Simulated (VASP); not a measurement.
# Sr (P6/mmm) in VASP: further runs

The runs below take Sr through single point, with revPBE.

Everything below comes from runs of VASP 6.6.1. Logs are shortened: lines on timing, memory, paths and dates and some standing lists are left out, and cuts for length are marked.

## 1. The cell of the first run

The structure is hexagonal, space group P6/mmm (No. 191). The conventional cell has a = 7.046 Å, b = 7.046 Å, c = 4.222 Å, α = 90.00°, β = 90.00°, γ = 120.00°. Within 5.5 Å of Sr (site symmetry 6/mmm) lie 14 Sr at 4.22 to 4.58 Å. Sr (site symmetry -6m2) has 11 Sr at 4.07 to 4.58 Å within 5.3 Å.

This isn't the form of Sr at room conditions, which is fcc.

## 2. Single point, revPBE (60.51 Å³/atom)

Contents of INCAR:

```
PREC = Accurate
ENCUT = 520
EDIFF = 1E-7
ISMEAR = -1
SIGMA = 0.1
LREAL = False
LASPH = True
NELM = 80
ALGO = Normal
ISIF = 2
LWAVE = False
LCHARG = False
GGA = RE
NBANDS = 22
```

Contents of KPOINTS:

```
regular mesh
0
Gamma
  6 6 9
```

Contents of POSCAR:

```
Sr
1.0
    7.0461129573      0.0000000000      0.0000000000
   -3.5230564786      6.1021128189      0.0000000000
    0.0000000000      0.0000000000      4.2217704943
Sr
3
Direct
    0.0000000000      1.0000000000      0.0000000000
    0.3333333333      0.6666666667      0.5000000000
    0.6666666667      0.3333333333      0.5000000000
```

Potentials or basis: VASP PAW PBE potentials, release 64 (Sr_sv).

On the command line:

```
cat potpaw_PBE.64/Sr_sv/POTCAR > POTCAR
mpirun -np 1 vasp_std > vasp.out
```

OUTCAR:

```text
PREC = Accurate
   ENCUT = 520
   EDIFF = 1E-7
   ISMEAR = -1
   LREAL = False
   LASPH = True
   NELM = 80
   ISIF = 2
   GGA = RE

 ion  position               nearest neighbor table
   1  0.000  0.000  0.000-   2 4.58   3 4.58   2 4.58   3 4.58   2 4.58   2 4.58   3 4.58   3 4.58
                             3 4.58   3 4.58   2 4.58   2 4.58
   2  0.333  0.667  0.500-   3 4.07   3 4.07   3 4.07   1 4.58   1 4.58   1 4.58   1 4.58   1 4.58
                             1 4.58
   3  0.667  0.333  0.500-   2 4.07   2 4.07   2 4.07   1 4.58   1 4.58   1 4.58   1 4.58   1 4.58
                             1 4.58

  LATTYP: Found a hexagonal cell.
 ALAT       =     7.0461129573
 C/A-ratio  =     0.5991630449

  Lattice vectors:

 A1 = (   7.0461129573,   0.0000000000,   0.0000000000)
 A2 = (  -3.5230564786,   6.1021128189,   0.0000000000)
 A3 = (   0.0000000000,   0.0000000000,   4.2217704943)

Analysis of symmetry for initial positions (statically):
=====================================================================
 Subroutine PRICEL returns:
 Original cell was already a primitive cell.

 Routine SETGRP: Setting up the symmetry group for a
 hexagonal supercell.

 Subroutine GETGRP returns: Found 24 space group operations
 (whereof 24 operations were pure point group operations)
 out of a pool of 24 trial point group operations.

The static configuration has the point symmetry D_6h.

Analysis of symmetry for dynamics (positions and initial velocities):
=====================================================================
 Subroutine PRICEL returns:
 Original cell was already a primitive cell.

 Routine SETGRP: Setting up the symmetry group for a
 hexagonal supercell.

 Subroutine GETGRP returns: Found 24 space group operations
 (whereof 24 operations were pure point group operations)
 out of a pool of 24 trial point group operations.

The dynamic configuration has the point symmetry D_6h.

 Subroutine INISYM returns: Found 24 space group operations
 (whereof 24 operations are pure point group operations),
 and found     1 'primitive' translations

----------------------------------------------------------------------------------------

                                     Primitive cell

  volume of cell :     181.5200

  direct lattice vectors                    reciprocal lattice vectors
     7.046112957  0.000000000  0.000000000     0.141922221  0.081938832  0.000000000
    -3.523056479  6.102112819  0.000000000     0.000000000  0.163877665  0.000000000
     0.000000000  0.000000000  4.221770494     0.000000000  0.000000000  0.236867447

  length of vectors
     7.046112957  7.046112957  4.221770494     0.163877665  0.163877665  0.236867447

  position of ions in fractional coordinates (direct lattice)
     0.000000000  0.000000000  0.000000000
     0.333333333  0.666666667  0.500000000
     0.666666667  0.333333333  0.500000000

  ion indices of the primitive-cell ions
   primitive index   ion index
                 1           1
                 2           2
                 3           3

----------------------------------------------------------------------------------------

 KPOINTS: regular mesh

Automatic generation of k-mesh.
 Grid dimensions read from file:
 generate k-points for:    6    6    9

 Generating k-lattice:

  Cartesian coordinates                     Fractional coordinates (reciprocal lattice)
     0.023653703  0.013656472  0.000000000     0.166666667  0.000000000  0.000000000
     0.000000000  0.027312944  0.000000000     0.000000000  0.166666667  0.000000000
     0.000000000  0.000000000  0.026318605     0.000000000  0.000000000  0.111111111

  Length of vectors
     0.027312944  0.027312944  0.026318605

  Shift w.r.t. Gamma in fractional coordinates (k-lattice)
     0.000000000  0.000000000  0.000000000

 Subroutine IBZKPT returns following result:
 ===========================================

 Found     35 irreducible k-points:

 Following reciprocal coordinates:
            Coordinates               Weight
  0.000000  0.000000  0.000000      1.000000
  0.166667  0.000000  0.000000      6.000000
  0.333333  0.000000  0.000000      6.000000
  0.500000  0.000000  0.000000      3.000000
  0.166667  0.166667  0.000000      6.000000
  0.333333  0.166667  0.000000     12.000000
[... 16 lines left out ...]
  0.166667  0.000000  0.333333     12.000000
  0.333333  0.000000  0.333333     12.000000
 [... further k-points ...]
   k-points           NKPTS =     35   k-points in BZ     NKDIM =     35   number of bands    NBANDS=     22
   number of dos      NEDOS =    301   number of ions     NIONS =      3
   total plane-waves  NPLWV =  93312
   dimension x,y,z NGX =    54 NGY =   54 NGZ =   32
   dimension x,y,z NGXF=   108 NGYF=  108 NGZF=   64
   ions per type =               3
   NGX,Y,Z   is equivalent  to a cutoff of  12.74, 12.74, 12.60 a.u.
   NGXF,Y,Z  is equivalent  to a cutoff of  25.48, 25.48, 25.20 a.u.
 SYSTEM =  unknown system
   PREC   = accura    normal or accurate (medium, high low for compatibility)
   ISTART =      0    job   : 0-new  1-cont  2-samecut
   ICHARG =      2    charge: 1-file 2-atom 10-const
   ISPIN  =      1    spin polarized calculation?
   LNONCOLLINEAR =      F non collinear calculations
   LSORBIT =      F    spin-orbit coupling
   LASPH  =      T    aspherical Exc in radial PAW
   ENCUT  =  520.0 eV  38.22 Ry    6.18 a.u.  13.10 13.10  7.85*2*pi/ulx,y,z
   NELM   =     80;   NELMIN=  2; NELMDL= -5     # of ELM steps
   EDIFF  = 0.1E-06   stopping-criterion for ELM
   LREAL  =      F    real-space projection
   EDIFFG = 0.1E-05   stopping-criterion for IOM
   NSW    =      0    number of steps for IOM
   IBRION =     -1    ionic relax: 0-MD 1-quasi-New 2-CG
   NFREE  =      0    steps in history (QN), initial steepest desc. (CG)
   ISIF   =      2    stress and relaxation
   ISYM   =      2    0-nonsym 1-usesym 2-fastsym
   POTIM  = 0.5000    time-step for ionic-motion
   TEBEG  =    0.0;   TEEND  =   0.0 temperature during run
   PSTRESS=    0.0 pullay stress
   NELECT =      30.0000    total number of electrons
   NUPDOWN=      -1.0000    fix difference up-down
   EMIN   =  10.00;   EMAX   =-10.00  energy-range for DOS
   EFERMI =   0.00;   METHOD = LEGACY
   ISMEAR =    -1;   SIGMA  =   0.10  broadening in eV -4-tet -1-fermi 0-gaus
   EFERMI_NEDOS =   21; number of points for ismear=-14 and -15
   IALGO  =     38    algorithm
   IMIX   =      4    mixing-type and parameters
     AMIX     =   0.40;   BMIX     =  1.00
     AMIX_MAG =   1.60;   BMIX_MAG =  1.00
  volume/ion in A,a.u.               =      60.51       408.32
  Fermi-wavevector in a.u.,A,eV,Ry     =   0.898408  1.697746 10.981772  0.807138
  Thomas-Fermi vector in A             =   2.021114
   LORBIT       =      0    0 simple, 1 ext, 2 COOP (PROOUT), +10 PAW based schemes
   GGA     = RE    functional components
   LHFCALC =     F    Hartree Fock is set to
   AEXX    =    0.0000 exact exchange contribution
   IVDW    =     0    specifies the selected vdW correction
   LEPSILON=     F    determine dielectric tensor
   LRPA    =     F    only Hartree local field effects (RPA)
 non-spin polarized calculation
  energy-cutoff  :      520.00
  volume of cell :      181.52
 maximum number of plane-waves:      4917
 NGX is ok and might be reduce to    54
   NGX = 27   NGY = 27   NGZ = 15

 number of electron      30.0000000 magnetization

 Free energy of the ion-electron system (eV)
  ---------------------------------------------------
  ext. energy  EPLUGINS =         0.00000000
  ---------------------------------------------------
  free energy    TOTEN  =        -4.35994665 eV

  energy without entropy =       -4.19035052  energy(sigma->0) =       -4.27514858

 E-fermi :   1.3346     XC(G=0):  -6.9818

 val. band max:        1.3335592207   @ k =   0.1667   0.1667   0.4444
 cond. band min:       1.3740936267   @ k =   0.0000   0.0000   0.3333
 fundamental gap:      0.0405344060
 Fermi energy:         1.3345549773

 k-point     1 :       0.0000    0.0000    0.0000
  band No.  band energies     occupation
      1     -35.5448      2.00000
      2     -35.5317      2.00000
      3     -35.4624      2.00000
      4     -17.5698      2.00000
      5     -17.5698      2.00000
      6     -17.4815      2.00000
[... 14 lines left out ...]
     21       3.9228      0.00000
     22       3.9228      0.00000

 k-point     2 :       0.1667    0.0000    0.0000
  band No.  band energies     occupation
      1     -35.5440      2.00000
      2     -35.5324      2.00000
      3     -35.4624      2.00000
      4     -17.5749      2.00000
      5     -17.5672      2.00000
      6     -17.4773      2.00000
[... 14 lines left out ...]
     21       3.6834      0.00000
     22       4.0388      0.00000

 k-point     3 :       0.3333    0.0000    0.0000
  band No.  band energies     occupation
      1     -35.5419      2.00000
      2     -35.5344      2.00000
      3     -35.4625      2.00000
      4     -17.5836      2.00000
      5     -17.5555      2.00000
      6     -17.4815      2.00000
[... 14 lines left out ...]
     21       3.1718      0.00000
     22       3.9441      0.00000

 k-point     4 :       0.5000    0.0000    0.0000
  band No.  band energies     occupation
      1     -35.5403      2.00000
      2     -35.5360      2.00000
      3     -35.4625      2.00000
      4     -17.5874      2.00000
      5     -17.5431      2.00000
      6     -17.4947      2.00000
[... 14 lines left out ...]
     21       3.0413      0.00000
     22       3.8753      0.00000

 k-point     5 :       0.1667    0.1667    0.0000
  band No.  band energies     occupation
      1     -35.5425      2.00000
      2     -35.5338      2.00000
      3     -35.4625      2.00000
      4     -17.5800      2.00000
      5     -17.5610      2.00000
      6     -17.4796      2.00000
[... 417 lines left out ...]
 k-point    22 :       0.0000    0.0000    0.3333
  band No.  band energies     occupation
      1     -35.5407      2.00000
      2     -35.5279      2.00000
      3     -35.4586      2.00000
      4     -17.5606      2.00000
      5     -17.5606      2.00000
      6     -17.5454      2.00000
[... 14 lines left out ...]
     21       3.4009      0.00000
     22       3.4009      0.00000

 k-point    23 :       0.1667    0.0000    0.3333
  band No.  band energies     occupation
      1     -35.5400      2.00000
      2     -35.5286      2.00000
      3     -35.4586      2.00000
      4     -17.5634      2.00000
      5     -17.5565      2.00000
      6     -17.5448      2.00000
[... 14 lines left out ...]
     21       3.3660      0.00000
     22       3.4240      0.00000

 k-point    24 :       0.3333    0.0000    0.3333
  band No.  band energies     occupation
      1     -35.5380      2.00000
      2     -35.5306      2.00000
      3     -35.4586      2.00000
      4     -17.5687      2.00000
      5     -17.5485      2.00000
      6     -17.5418      2.00000
[... 14 lines left out ...]
     21       3.2760      0.00000
     22       3.3356      0.00000

 [... further k-points ...]

------------------------ aborting loop because EDIFF is reached ----------------------------------------

  FORCE on cell =-STRESS in cart. coord.  units (eV):
  Direction    XX          YY          ZZ          XY          YZ          ZX
  --------------------------------------------------------------------------------------
  -------------------------------------------------------------------------------------
  Total       -0.4059301     -0.4059301     -0.4364341     -0.0000000      0.0000000     -0.0000000
  in kB       -3.5829220     -3.5829220     -3.8521643     -0.0000000      0.0000000     -0.0000000
  external PRESSURE =      -3.6726694 kB  Pullay stress =       0.0000000 kB

 VOLUME and BASIS-vectors are now :
 -----------------------------------------------------------------------------
  energy-cutoff  :      520.00
  volume of cell :      181.52
      direct lattice vectors                 reciprocal lattice vectors
     7.046112957  0.000000000  0.000000000     0.141922221  0.081938832  0.000000000
    -3.523056479  6.102112819  0.000000000     0.000000000  0.163877665  0.000000000
     0.000000000  0.000000000  4.221770494     0.000000000  0.000000000  0.236867447

 POSITION                                       TOTAL-FORCE (eV/Angst)
 -----------------------------------------------------------------------------------
      0.00000      0.00000      0.00000        -0.000000      0.000000     -0.000000
     -0.00000      4.06808      2.11089         0.000000      0.000000      0.000000
      3.52306      2.03404      2.11089        -0.000000      0.000000     -0.000000
 -----------------------------------------------------------------------------------
    total drift:                                0.000000      0.000000      0.000000

  FREE ENERGIE OF THE ION-ELECTRON SYSTEM (eV)
  ---------------------------------------------------
  free  energy   TOTEN  =        -4.3599466477 eV

  energy  without entropy=       -4.1903505165  energy(sigma->0) =       -4.27514858
```

Wall time 80 s (1 thread of AMD EPYC 9R45 (Zen 5), shared host); peak memory 0.31 GiB.

What came out:

```yaml
Free_energy: -4.3599 eV
Pressure: -0.4 GPa
Band_gap_on_the_k_mesh: zero (bands 15 and 16 overlap by 0.15 eV)
```

Caveat: the PAW data sets were made with another functional, which shifts forces and pressure a little.

## 3. Single point, revPBE (62.83 Å³/atom)

This run uses another cell than the first one, of 62.83 Å³/atom.

Contents of INCAR:

```
SYSTEM = Sr
PREC = Accurate
ENCUT = 520
EDIFF = 1E-6
ISMEAR = -1
SIGMA = 0.1
LREAL = .FALSE.
LASPH = .TRUE.
NELM = 60
ALGO = Normal
ISIF = 2
LWAVE = .FALSE.
LCHARG = .FALSE.
GGA = RE
NBANDS = 22
```

Contents of KPOINTS:

```
regular mesh
0
G
  6 6 9
  0 0 0
```

Contents of POSCAR:

```
Sr
1.0
    7.1353137300      0.0000000000      0.0000000000
   -3.5676568650      6.1793629541      0.0000000000
    0.0000000000      0.0000000000      4.2752163009
Sr
3
Direct
    0.0000000000      1.0000000000      0.0000000000
    0.3333333333      0.6666666667      0.5000000000
    0.6666666667      0.3333333333      0.5000000000
```

Potentials or basis: VASP PAW PBE potentials, release 64 (Sr_sv).

On the command line:

```
cat potpaw_PBE.64/Sr_sv/POTCAR > POTCAR
mpirun -np 1 vasp_std > vasp.out
```

Run time: 63 s. Hardware: 1 thread of AMD EPYC 9R45 (Zen 5), shared host; peak memory 0.31 GiB.

The run converged. Its results:

```
Free energy            : -4.3369 eV
Pressure               : -0.7 GPa
Band gap on the k mesh : zero (bands 15 and 16 overlap by 0.18 eV)
```

Levels at points of the mesh, in eV from the Fermi level:
```tsv
k point	band 11	band 12	band 13	band 14	band 15	band 16	band 17	band 18	band 19	band 20
(0.00, 0.00, 0.00)	-18.82	-18.80	-3.40	0.00	0.15	0.15	0.18	0.18	0.44	1.87
(0.50, 0.00, 0.00)	-18.83	-18.80	-2.25	-2.25	-0.92	0.03	1.07	1.25	1.30	1.35
```

Caveat: the PAW data sets were made with another functional, which shifts forces and pressure a little.

## 4. Single point, revPBE (65.16 Å³/atom)

This run uses another cell than the first one, of 65.16 Å³/atom.

Contents of INCAR:

```
  PREC = Accurate
  ENCUT = 520
  EDIFF = 1E-6
  ISMEAR = -1
  SIGMA = 0.1
  LREAL = False
  LASPH = True
  NELM = 80
  ALGO = Normal
  ISIF = 2
  LWAVE = False
  LCHARG = False
  GGA = RE
  NBANDS = 22
```

Contents of KPOINTS:

```
regular mesh
0
Gamma
  6 6 9
```

Contents of POSCAR:

```
Sr
1.0
    7.2223383278      0.0000000000      0.0000000000
   -3.6111691639      6.2547284666      0.0000000000
    0.0000000000      0.0000000000      4.3273582239
Sr
3
Direct
    0.0000000000      1.0000000000      0.0000000000
    0.3333333333      0.6666666667      0.5000000000
    0.6666666667      0.3333333333      0.5000000000
```

On the command line:

```
cat potpaw_PBE.64/Sr_sv/POTCAR > POTCAR
mpirun -np 1 vasp_std > vasp.out
```

Run time: 75 s. Hardware: 1 thread of AMD EPYC 9R45 (Zen 5), shared host; peak memory 0.31 GiB.

Results (log left out):

* Free energy: -4.3005 eV
* Pressure: -1.0 GPa
* Band gap on the k mesh: zero (bands 15 and 16 overlap by 0.23 eV)

Levels at points of the mesh, in eV from the Fermi level:
| k point | band 11 | band 12 | band 13 | band 14 | band 15 | band 16 | band 17 | band 18 | band 19 | band 20 |
| --- | --- | --- | --- | --- | --- | --- | --- | --- | --- | --- |
| (0.00, 0.00, 0.00) | -18.90 | -18.87 | -3.34 | 0.01 | 0.15 | 0.15 | 0.17 | 0.17 | 0.40 | 1.83 |
| (0.50, 0.00, 0.00) | -18.90 | -18.88 | -2.23 | -2.22 | -0.90 | 0.00 | 1.06 | 1.24 | 1.29 | 1.34 |

Caveat: the PAW data sets were made with another functional, which shifts forces and pressure a little.

## 5. Overview

| cell | gap on the mesh (eV) | pressure (GPa) |
| --- | --- | --- |
| a = 7.046, b = 7.046, c = 4.222 Å, angles 90.0, 90.0, 120.0°, 3 atoms | none | -0.4 |
| a = 7.135, b = 7.135, c = 4.275 Å, angles 90.0, 90.0, 120.0°, 3 atoms | none | -0.7 |
| a = 7.222, b = 7.222, c = 4.327 Å, angles 90.0, 90.0, 120.0°, 3 atoms | none | -1.0 |

Alike in all rows: task single point; level revPBE; potentials or basis VASP PAW PBE potentials, release 64 (Sr_sv); no spin polarisation; k mesh 6 × 6 × 9; cutoff (eV) 520; smearing fermi-dirac 0.1 eV.

Caveats: the PAW data sets were made with another functional, which shifts forces and pressure a little.

Absolute energies hang on the potentials; compare differences alone.

The gap in the log of VASP goes by the Fermi energy; the results here count the filled bands.